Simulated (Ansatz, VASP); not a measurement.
# LiPS3: VASP beside Ansatz

```
CELL_PARAMETERS angstrom
1.58308 -6.00330 0.00000
1.58308 6.00330 0.00000
0.00000 0.00000 8.78448
ATOMIC_POSITIONS crystal
Li 0.27503 0.72497 0.25000
Li 0.72497 0.27503 0.75000
P 0.00000 0.00000 0.00000
P 0.00000 0.00000 0.50000
S 0.63061 0.36939 0.04619
S 0.36939 0.63061 0.54619
S 0.36939 0.63061 0.95381
S 0.63061 0.36939 0.45381
S 0.93361 0.06639 0.25000
S 0.06639 0.93361 0.75000
```

Alike in both runs: functional PBE; k mesh 12 × 12 × 4; occupations gaussian, width 0.1 eV; no spin polarisation.

Ansatz relaxed the structure, and its values are those at the end. VASP's run is a single point on that final structure, the one shown.

|  | VASP | Ansatz |
| --- | --- | --- |
| version | VASP 6.6.1 | Ansatz 0.2.0 |
| potentials or method | VASP PAW PBE potentials, release 64 (Li_sv, P, S), cutoff 520 eV | scalar-relativistic, plane waves, PAW |
| valence electrons in the cell | 52 | 52 |

Ansatz gave:

* gap on the k mesh at the Fermi level (eV): none
* rms of the force components (eV/Å): 0.003

Question: Which values does VASP return?

Answer: gap on the k mesh at the Fermi level (eV): none; rms of the force components (eV/Å): 0.017.

A gap of «none» marks a metal or a gap that the smearing closes.

Noted on VASP's run: the cutoff is under 1.25 times that of the potentials, so the pressure is a little rough.
